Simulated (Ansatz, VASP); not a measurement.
GaAs in VASP and in Ansatz

File POSCAR:

```
GaAs
1.0
    0.0000000000      2.8353850621      2.8353850621
    2.8353850621      0.0000000000      2.8353850621
    2.8353850621      2.8353850621      0.0000000000
Ga As
1 1
Direct
    0.0000000000      0.0000000000      0.0000000000
    0.2500000000      0.2500000000      0.2500000000
```

Contents of INCAR.step1:

```
PREC = Accurate
ENCUT = 520
ISMEAR = 0
SIGMA = 0.1
LREAL = F
LASPH = T
NELM = 100
NBANDS = 16
GGA = PE
ALGO = Normal
EDIFF = 1E-4
LWAVE = T
LCHARG = F
```

INCAR.step2

```
PREC = Accurate
ENCUT = 520
EDIFF = 1E-7
ISMEAR = 0
SIGMA = 0.1
LREAL = F
LASPH = T
NELM = 100
ALGO = Normal
ISIF = 2
LWAVE = F
LCHARG = F
METAGGA = R2SCAN
LMIXTAU = T
NBANDS = 16
ISTART = 1
```

Contents of KPOINTS:

```
regular mesh
0
Gamma
  6 6 6
```

Input for Ansatz:

```yaml
crystal:
  lattice:
    - [0.0, 2.8353850621, 2.8353850621]
    - [2.8353850621, 0.0, 2.8353850621]
    - [2.8353850621, 2.8353850621, 0.0]
  atoms:
    - { symbol: Ga, position: [0.0, 0.0, 0.0] }
    - { symbol: As, position: [0.25, 0.25, 0.25] }
basis:
  ecutwfc: 500
kpoints:
  mp_grid: { grid: [6, 6, 6] }
hamiltonian:
  xc: r2scan
scf:
  occupations: { method: gaussian, width: 0.1 }
output:
  forces: true
  stress: true
  eigenvalues: true
```

Alike in both runs: task single point; functional r2SCAN; k mesh 6 × 6 × 6; occupations gaussian, width 0.1 eV; no spin polarisation.

|  | VASP | Ansatz |
| --- | --- | --- |
| version | VASP 6.6.1 | Ansatz 0.2.0 |
| potentials or method | VASP PAW PBE potentials, release 64 (Ga_d, As), cutoff 520 eV | scalar-relativistic, plane waves, PAW |
| valence electrons in the cell | 18 | 28 |

|  | VASP | Ansatz | Ansatz less VASP |
| --- | --- | --- | --- |
| gap on the k mesh at the Fermi level (eV) | 0.92 | 0.94 | +0.019 |
| least direct gap on the mesh (eV) | 0.92 | 0.94 | +0.019 |
| pressure (GPa) | -0.1 | -0.2 | -0.10 |

VASP's potentials were made for PBE, not for r2SCAN. With one functional, cell and mesh, what is left measures potentials, basis and numerics. VASP's potentials hold 18 valence electrons a cell and Ansatz's 28, so a difference there can come from the potentials and not from the codes.
